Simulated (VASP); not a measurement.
Crystal: Cu.

```
Cu
1.0
     2.53076    0.00000    0.00000
    -1.26538    2.19171    0.00000
     0.00000    0.00000    8.26182
Cu
4
Cartesian
  0.0000 0.0000 0.0000
  0.0000 1.4611 2.0655
  0.0000 0.0000 4.1309
  1.2654 0.7306 6.1964
```

```yaml
Program: VASP 6.6.1
Task: relaxation of cell and atoms
Functional: BLYP
Dispersion: D3(BJ)
Potentials_or_basis: VASP PAW PBE potentials, release 64 (Cu)
Cutoff: 600 eV
k_mesh: 10 × 10 × 3
Occupations: methfessel-paxton, width 0.15 eV
Spin: no spin polarisation
```

At the start: pressure -3.8 GPa; volume 11.46 Å³/atom.

Q: How do energy, volume and symmetry change on relaxing?

A: Over 6 steps the energy falls by 3.6 meV/atom and the volume is 11.18 Å³/atom (-2.4 %); space group P6_3/mmc (No. 194, to 0.05 Å).

The path:
| step | energy change (eV) | largest force (eV/Å) | pressure (GPa) | volume (Å³) |
| --- | --- | --- | --- | --- |
| 1 | 0.0000 | 0.0000 | -3.84 | 45.83 |
| 2 | -0.0080 | 0.0000 | 2.76 | 44.03 |
| 3 | -0.0139 | 0.0000 | 0.04 | 44.72 |
| 4 | -0.0139 | 0.0000 | 0.10 | 44.70 |
| 5 | -0.0142 | 0.0000 | 0.20 | 44.71 |
| 6 | -0.0142 | 0.0000 | 0.08 | 44.72 |

Final structure:
```
CELL_PARAMETERS angstrom
2.51585 0.00000 0.00000
-1.25793 2.17879 0.00000
0.00000 0.00000 8.15746
ATOMIC_POSITIONS crystal
Cu 0.00000 0.00000 0.00000
Cu 0.33333 0.66667 0.25000
Cu 0.00000 0.00000 0.50000
Cu 0.66667 0.33333 0.75000
```

Caveat: the PAW data sets were made with another functional, which shifts forces and pressure a little; pairwise dispersion overbinds metals, which lowers pressure and volume.
